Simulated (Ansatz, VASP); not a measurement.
## Ti in VASP and in Ansatz

File INCAR:

```
SYSTEM = Ti
ALGO = Normal ; EDIFF = 1E-6
EDIFFG = -0.01 ; ENCUT = 600
GGA = RE ; IBRION = 2
ISIF = 3 ; ISMEAR = -1
LASPH = .True. ; LCHARG = .False.
LREAL = .False. ; LWAVE = .False.
NELM = 60 ; NSW = 80
PREC = Accurate ; SIGMA = 0.1
```

KPOINTS

```
k-points
0
Gamma
  12 12 4
  0 0 0
```

File POSCAR:

```
Ti
1.0
    2.9229395509      0.0000000000      0.0000000000
   -1.4614697754      2.5313399048      0.0000000000
    0.0000000000      0.0000000000      9.5463205732
Ti
4
Direct
    0.0000000000      0.0000000000      0.0000000000
    0.0000000000      0.0000000000      0.5000000000
    0.3333333333      0.6666666667      0.2500000000
    0.6666666667      0.3333333333      0.7500000000
```

Input for Ansatz:

```yaml
crystal:
  lattice:
    - [2.9229395509, 0.0, 0.0]
    - [-1.4614697754, 2.5313399048, 0.0]
    - [0.0, 0.0, 9.5463205732]
  atoms:
    - { symbol: Ti, position: [0.0, 0.0, 0.0] }
    - { symbol: Ti, position: [0.0, 0.0, 0.5] }
    - { symbol: Ti, position: [0.3333333333, 0.6666666667, 0.25] }
    - { symbol: Ti, position: [0.6666666667, 0.3333333333, 0.75] }
hamiltonian:
  xc: revpbe
  pseudopotentials:
    kind: paw
    azcp:
      Ti: "pseudopotentials/Ti.paw.azcp"
basis:
  ecutwfc: 420
  fft_grid_basis: typed
kpoints:
  mp_grid: { grid: [12, 12, 4], shift: [0, 0, 0] }
magnetization:
  spin_polarized: false
scf:
  occupations: { method: fermi_dirac, width: 0.1 }
relax:
  max_steps: 60
  f_tol: 0.01
  cell: {}
```

Alike in both runs: task relaxation of cell and atoms; functional revPBE; k mesh 12 × 12 × 4; occupations fermi-dirac, width 0.1 eV; no spin polarisation.

|  | VASP | Ansatz |
| --- | --- | --- |
| version | VASP 6.6.1 | Ansatz 0.2.0 |
| potentials or method | VASP PAW PBE potentials, release 64 (Ti_sv), cutoff 600 eV | plane waves (420 eV) with PAW, scalar-relativistic |
| valence electrons in the cell | 48 | 48 |

```csv
,VASP,Ansatz,Ansatz less VASP
relaxed volume (Å³/atom),17.83,17.87,+0.040
relaxed cell length with the largest relative difference (Å),2.952,2.955,+0.0025
```

VASP's potentials were made for PBE, not for revPBE.
